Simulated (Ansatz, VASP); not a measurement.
**One calculation of Cd4Te, two programs**

```xyz
5
Lattice="5.8183 0.0000 0.0000 0.0000 5.8183 0.0000 0.0000 0.0000 5.8183" Properties=species:S:1:pos:R:3 pbc="T T T"
Cd    0.0000    2.9091    2.9091
Cd    2.9091    0.0000    2.9091
Cd    2.9091    2.9091    0.0000
Cd    0.0000    0.0000    0.0000
Te    2.9091    2.9091    2.9091
```

Alike in both runs: functional PBE; k mesh 6 × 6 × 6; occupations gaussian, width 0.1 eV; no spin polarisation.

Ansatz relaxed the structure, and its values are those at the end. VASP's run is a single point on that final structure, the one shown.

|  | VASP | Ansatz |
| --- | --- | --- |
| version | VASP 6.6.1 | Ansatz 0.2.0 |
| potentials or method | VASP PAW PBE potentials, release 64 (Cd, Te), cutoff 520 eV | scalar-relativistic, plane waves, PAW |
| valence electrons in the cell | 54 | 96 |

Ansatz gave:

| Quantity | Value |
| --- | --- |
| gap on the k mesh at the Fermi level (eV) | none |
| pressure (GPa) | 0.0 |

Q: Which values does VASP return?

A: gap on the k mesh at the Fermi level (eV): none; pressure (GPa): 0.1.

A gap of «none» marks a metal or a gap that the smearing closes. With one functional, cell and mesh, what is left measures potentials, basis and numerics. VASP's potentials hold 54 valence electrons a cell and Ansatz's 96, so a difference there can come from the potentials and not from the codes.

Spin-orbit coupling is off throughout.
